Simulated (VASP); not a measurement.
Set up this calculation in VASP 6.6.1, as the native input.

```yaml
Task: single point
Functional: PBE
Dispersion: D3(BJ)
Potentials_or_basis: VASP PAW PBE potentials, release 64 (Al)
Cutoff: 400 eV
k_mesh: 21 × 21 × 1
Occupations: methfessel-paxton, width 0.1 eV
Spin: no spin polarisation
Dipole_correction: yes
Further_INCAR_settings: ALGO = Normal; EDIFF = 1e-06; NBANDS = 14; NELMDL = -8
```

The structure of Al lies in POSCAR:

```
Al
1.0
    2.8939869520      0.0000000000      0.0000000000
   -1.4469934760      2.5062662187      0.0000000000
    0.0000000000      0.0000000000     30.7965841153
Al
4
Direct
    0.0000000000      0.0000000000      0.2272979358
    0.6666666667      0.3333333333      0.3007071817
    0.3333333333      0.6666666667      0.3727041208
    0.0000000000      0.0000000000      0.4462780657
```

These files were run (other wordings do the same):

INCAR

```
PREC = Accurate
ENCUT = 400
EDIFF = 1E-6
ISMEAR = 1
SIGMA = 0.1
LREAL = False
LASPH = True
NELM = 120
ALGO = Normal
ISIF = 2
LWAVE = False
LCHARG = False
LDIPOL = True
IDIPOL = 3
DIPOL = 0.5 0.5 0.337
GGA = PE
IVDW = 12
NBANDS = 14
GGA_COMPAT = False
NELMDL = -8
```

KPOINTS

```
Automatic mesh
0
Gamma
  21 21 1
```

Potentials or basis: VASP PAW PBE potentials, release 64 (Al).

Command:

```console
$ cat potpaw_PBE.64/Al/POTCAR > POTCAR
$ mpirun -np 1 vasp_std > vasp.out
```

It gave:

```json
{
 "Largest force": "0.024 eV/Å",
 "Band gap on the k mesh": "zero (bands 6 and 7 overlap by 2.37 eV)",
 "Dispersion energy per atom": "-0.254 eV"
}
```

Wall time 5.7 min on 1 thread of Intel Xeon 8259CL (shared host), peak memory 0.3 GiB.
